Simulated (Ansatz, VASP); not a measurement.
## Two plane-wave programs on V

File POSCAR:

```
V
1.0
    0.0000000000      1.9003685517      1.9003685517
    1.9003685517      0.0000000000      1.9003685517
    1.9003685517      1.9003685517      0.0000000000
V
1
Direct
    0.0000000000      0.0000000000      0.0000000000
```

The input INCAR.step1:

```
PREC = Accurate ; ENCUT = 520
ISMEAR = 0 ; SIGMA = 0.05
LREAL = F ; LASPH = T
NELM = 150 ; ISPIN = 2
MAGMOM = 0.05 ; LMAXMIX = 4
NBANDS = 16 ; GGA = PE
ALGO = Normal ; EDIFF = 1E-4
LWAVE = T ; LCHARG = F
```

Contents of INCAR.step2:

```
PREC = Accurate ; ENCUT = 520
EDIFF = 1E-7 ; ISMEAR = 0
SIGMA = 0.05 ; LREAL = F
LASPH = T ; NELM = 150
ALGO = Normal ; ISIF = 2
LWAVE = F ; LCHARG = F
ISPIN = 2 ; MAGMOM = 0.05
LORBIT = 11 ; LMAXMIX = 4
METAGGA = R2SCAN ; LMIXTAU = T
NBANDS = 16 ; ISTART = 1
```

File KPOINTS:

```
Automatic mesh
0
Gamma
  18 18 18
```

Input for Ansatz:

```yaml
crystal:
  lattice:
    - [0.0, 1.9003685517, 1.9003685517]
    - [1.9003685517, 0.0, 1.9003685517]
    - [1.9003685517, 1.9003685517, 0.0]
  atoms:
    - { symbol: V, position: [0.0, 0.0, 0.0], spin: 0.05 }
basis:
  ecutwfc: 500
  ecutrho_ratio: 4
kpoints:
  mp_grid: { grid: [18, 18, 18] }
hamiltonian:
  xc: r2scan
scf:
  occupations: { method: gaussian, width: 0.05 }
output:
  forces: true
  stress: true
  eigenvalues: true
  populations: true
magnetization:
  spin_polarized: true
```

Alike in both runs: task single point; functional r2SCAN; k mesh 18 × 18 × 18; occupations gaussian, width 0.05 eV; collinear spin.

|  | VASP | Ansatz |
| --- | --- | --- |
| version | VASP 6.6.1 | Ansatz 0.2.0 |
| potentials or method | VASP PAW PBE potentials, release 64 (V_sv), cutoff 520 eV | scalar-relativistic, plane waves, PAW |
| valence electrons in the cell | 13 | 13 |

|  | VASP | Ansatz | Ansatz less VASP |
| --- | --- | --- | --- |
| pressure (GPa) | 0.6 | 0.0 | -0.56 |
| net moment per atom (μB) | 0.00 | 0.00 | 0.000 |

VASP's potentials were made for PBE, not for r2SCAN. Ansatz's warnings: seeded moment not kept, stability check not made.
